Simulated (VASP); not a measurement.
A run of VASP 6.6.1:

File INCAR:

```
ALGO = Normal
EDIFF = 1E-6
EDIFFG = -0.01
ENCUT = 600
GGA = PE
IBRION = 2
ISIF = 3
ISMEAR = 0
LASPH = T
LCHARG = F
LREAL = F
LWAVE = F
NELM = 60
NSW = 100
PREC = Accurate
SIGMA = 0.1
```

Contents of KPOINTS:

```
k-points
0
Gamma
  14 14 14
```

POSCAR

```
ScGaN
1.0
    3.5114176500      0.0000000000      0.0000000000
    0.0000000000      3.5114176500      0.0000000000
    0.0000000000      0.0000000000      3.5836164000
Sc Ga N
1 1 1
Direct
    0.0000000000      0.0000000000      0.0000000000
    0.5000000000      0.5000000000      0.5000000000
    0.5000000000      0.5000000000      0.0000000000
```

Potentials or basis: VASP PAW PBE potentials, release 64 (Sc_sv, Ga_d, N).

Launch:

```console
$ cat potpaw_PBE.64/Sc_sv/POTCAR potpaw_PBE.64/Ga_d/POTCAR potpaw_PBE.64/N/POTCAR > POTCAR
$ mpirun -np 1 vasp_std > vasp.out
```

Hardware: 1 thread of Intel(R) Xeon(R) 6975P-C (Granite Rapids), with other jobs on the host.

How long does it take, and how much memory?

Run time: 12 min on 1 thread of Intel(R) Xeon(R) 6975P-C (Granite Rapids), with other jobs on the host, peak memory 0.44 GiB. Counts: scf iterations 95, k points 288, ion steps 11.
